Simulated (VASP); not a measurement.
Write the native input for VASP 6.6.1 that does the following.

```yaml
Task: single point
Functional: LDA
Potentials_or_basis: VASP PAW LDA potentials, release 64 (C)
Cutoff: 520 eV
k_mesh: 12 × 12 × 3
Occupations: fermi-dirac, width 0.05 eV
Spin: no spin polarisation
Dipole_correction: no
Further_INCAR_settings: ALGO = Normal; EDIFF = 1e-06; NBANDS = 11
```

The structure of C lies in POSCAR:

```
C
1.0
    2.4060301715      0.0000000000      0.0000000000
   -1.2030150858      2.0836832508      0.0000000000
    0.0000000000      0.0000000000      8.3497993649
C
2
Direct
    0.6666666667      0.3333333333      0.0000000000
    0.3333333333      0.6666666667      0.0000000000
```

This cell differs from its parent crystal: volume scaled by 0.94.

These files were run (other wordings do the same):

INCAR

```
SYSTEM = C
PREC = Accurate ; ENCUT = 520
EDIFF = 1E-6 ; ISMEAR = -1
SIGMA = 0.05 ; LREAL = .FALSE.
LASPH = .TRUE. ; NELM = 80
ALGO = Normal ; ISIF = 2
LWAVE = .FALSE. ; LCHARG = .FALSE.
GGA = CA ; NBANDS = 11
```

KPOINTS

```
regular mesh
0
G
  12 12 3
  0 0 0
```

Potentials or basis: VASP PAW LDA potentials, release 64 (C).

The run is started by

```console
$ cat potpaw_LDA.64/C/POTCAR > POTCAR
$ mpirun -np 1 vasp_std > vasp.out
```

It gave:

```yaml
Band_gap_on_the_k_mesh: zero (filled and empty bands touch)
```

Wall time 23 s on 1 thread of AMD EPYC 7R13 Processor (Zen 3), with other jobs on the host, peak memory 0.1 GiB.
